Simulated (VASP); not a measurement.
# Li (a cell with a defect) in VASP: a series of runs, part 2 of 2

VASP 6.6.1.

**4. Single point, PBE+D3(BJ)**

The input, INCAR:

```
PREC = Accurate
ENCUT = 520
EDIFF = 1E-6
ISMEAR = 0
SIGMA = 0.05
LREAL = Auto
LASPH = T
NELM = 60
ALGO = Normal
ISIF = 2
LWAVE = F
LCHARG = F
GGA = PE
IVDW = 12
NBANDS = 40
```

The input, KPOINTS:

```
regular mesh
0
Gamma
  3 3 3
```

The input, POSCAR:

```
Li
1.0
    6.9800000000      0.0000000000      0.0000000000
    0.0000000000      6.9800000000      0.0000000000
    0.0000000000      0.0000000000      6.9800000000
Li
17
Direct
   -0.0577048711     -0.1188742120     -0.0676275072
    0.4837203438     -0.0089005731      0.0128127507
   -0.0169936963      0.4956159026      0.0080134670
    0.0062335244      0.0224236390      0.5213273639
    0.3072012894      0.3564240688      0.2816487106
    0.5289848138      0.5296014327     -0.0065909742
    0.4584594556      0.0314286533      0.4898083095
    0.7355793696      0.2372951289      0.2521726361
   -0.0183114613      0.4901051576      0.5208275072
    0.2409819484      0.7474328080      0.2729680516
    0.2511232092      0.2565103152      0.7786273639
    0.5365689112      0.4738568768      0.5436179083
    0.7453459885      0.7608150430      0.2745892550
    0.7501753582      0.2219795129      0.7871220630
    0.2579000000      0.7329553009      0.7380270774
    0.6946636103      0.7792585960      0.6930563037
    0.0976816619      0.1120017192      0.1400551576
```

Potentials or basis: VASP PAW PBE potentials, release 64 (Li_sv).

Command:

```console
$ cat potpaw_PBE.64/Li_sv/POTCAR > POTCAR
$ mpirun -np 1 vasp_std > vasp.out
```

OUTCAR:

```text
PREC = Accurate
   ENCUT = 520
   EDIFF = 1E-6
   ISMEAR = 0
   LREAL = Auto
   LASPH = T
   NELM = 60
   ISIF = 2
   GGA = PE
   IVDW = 12
 IVDW          = 12

 ion  position               nearest neighbor table
   1  0.942  0.881  0.932-  17 2.42  16 2.51
   2  0.484  0.991  0.013-
   3  0.983  0.496  0.008-
   4  0.006  0.022  0.521-
   5  0.307  0.356  0.282-  17 2.45  12 2.56
   6  0.529  0.530  0.993-
   7  0.458  0.031  0.490-
   8  0.736  0.237  0.252-
   9  0.982  0.490  0.521-
  10  0.241  0.747  0.273-
  11  0.251  0.257  0.779-
  12  0.537  0.474  0.544-   5 2.56
  13  0.745  0.761  0.275-
  14  0.750  0.222  0.787-
  15  0.258  0.733  0.738-
  16  0.695  0.779  0.693-   1 2.51
  17  0.098  0.112  0.140-   1 2.42   5 2.45

  LATTYP: Found a simple cubic cell.
 ALAT       =     6.9800000000
[... 198 lines left out ...]

  energy without entropy =      -31.75959825  energy(sigma->0) =      -31.76225952

 E-fermi :   0.6180     XC(G=0):  -7.0717

 val. band max:        0.5836609544   @ k =  -0.3333   0.0000   0.3333
 cond. band min:       0.6527012400   @ k =   0.0000   0.0000   0.0000
 fundamental gap:      0.0690402856
 Fermi energy:         0.6180243020

 k-point     1 :       0.0000    0.0000    0.0000
  band No.  band energies     occupation
      1     -45.9977      2.00000
      2     -45.9680      2.00000
      3     -45.9432      2.00000
      4     -45.9385      2.00000
      5     -45.9106      2.00000
      6     -45.9084      2.00000
[... 549 lines left out ...]
     36       3.7032      0.00000
     37       3.8222      0.00000
 [bands above 37 left out]

------------------------ aborting loop because EDIFF is reached ----------------------------------------

 Edisp (eV)   -2.91897

 E8    (eV) :    -1.2178

  FORCE on cell =-STRESS in cart. coord.  units (eV):
  Direction    XX          YY          ZZ          XY          YZ          ZX
  --------------------------------------------------------------------------------------
  -------------------------------------------------------------------------------------
  Total      -2.92913    -1.78245    -2.87856     0.31856     0.37367     0.47356
  in kB     -13.80010    -8.39774   -13.56189     1.50085     1.76048     2.23109
  external pressure =      -11.92 kB  Pullay stress =        0.00 kB

 VOLUME and BASIS-vectors are now :
 -----------------------------------------------------------------------------
  energy-cutoff  :      520.00
  volume of cell :      340.07
      direct lattice vectors                 reciprocal lattice vectors
     6.980000000  0.000000000  0.000000000     0.143266476  0.000000000  0.000000000
     0.000000000  6.980000000  0.000000000     0.000000000  0.143266476  0.000000000
     0.000000000  0.000000000  6.980000000     0.000000000  0.000000000  0.143266476

 POSITION                                       TOTAL-FORCE (eV/Angst)
 -----------------------------------------------------------------------------------
      6.57722      6.15026      6.50796         0.001853     -0.008351     -0.009359
      3.37637      6.91787      0.08943        -0.014265      0.006426      0.005137
      6.86138      3.45940      0.05593        -0.004947      0.011402     -0.000805
      0.04351      0.15652      3.63887         0.004572      0.004769     -0.003998
      2.14427      2.48784      1.96591         0.004781     -0.001283     -0.005974
      3.69231      3.69662      6.93400         0.003173      0.006543      0.001170
[... 9 lines left out ...]
      4.84875      5.43923      4.83753        -0.003243     -0.008405     -0.002467
      0.68182      0.78177      0.97759         0.007891     -0.002889      0.001387
 -----------------------------------------------------------------------------------
    total drift:                                0.007108     -0.006809      0.004693

  FREE ENERGIE OF THE ION-ELECTRON SYSTEM (eV)
  ---------------------------------------------------
  free  energy   TOTEN  =       -34.6838876693 eV

  energy  without entropy=      -34.6785651411  energy(sigma->0) =      -34.68122641
```

stdout:

```text
POSCAR found type information on POSCAR Li
 POSCAR found :  1 types and      17 ions
 scaLAPACK will be used
 LDA part: xc-table for (Slater+PW92), standard interpolation
 POSCAR, INCAR and KPOINTS ok, starting setup
 FFT: planning ... GRIDC
 FFT: planning ... GRID_SOFT
 FFT: planning ... GRID
 WAVECAR not read
 entering main loop
```

It took 3.7 min on 1 thread of Intel Xeon 6975P-C (Granite Rapids), shared host; peak memory 0.39 GiB.

What came out:

```
Free energy                : -34.6839 eV
Largest force              : 0.016 eV/Å
Dispersion energy per atom : -0.172 eV
```

Forces in eV/Å, atoms in the order of the input:
```
Li   0.002 -0.008 -0.009
Li  -0.014  0.006  0.005
Li  -0.005  0.011 -0.001
Li   0.005  0.005 -0.004
Li   0.005 -0.001 -0.006
Li   0.003  0.007  0.001
Li   0.002 -0.001  0.007
Li   0.002 -0.004  0.000
Li  -0.001 -0.003 -0.003
Li   0.000 -0.001  0.001
Li  -0.003 -0.005  0.003
Li  -0.002  0.006  0.000
Li  -0.001  0.001  0.002
Li  -0.001  0.001  0.009
Li   0.004 -0.003 -0.004
Li  -0.003 -0.008 -0.002
Li   0.008 -0.003  0.001
```

Caveat: the cutoff is under 1.25 times the usual one of these potentials, so pressure, stress and relaxed cells hold a basis-set (Pulay) error.
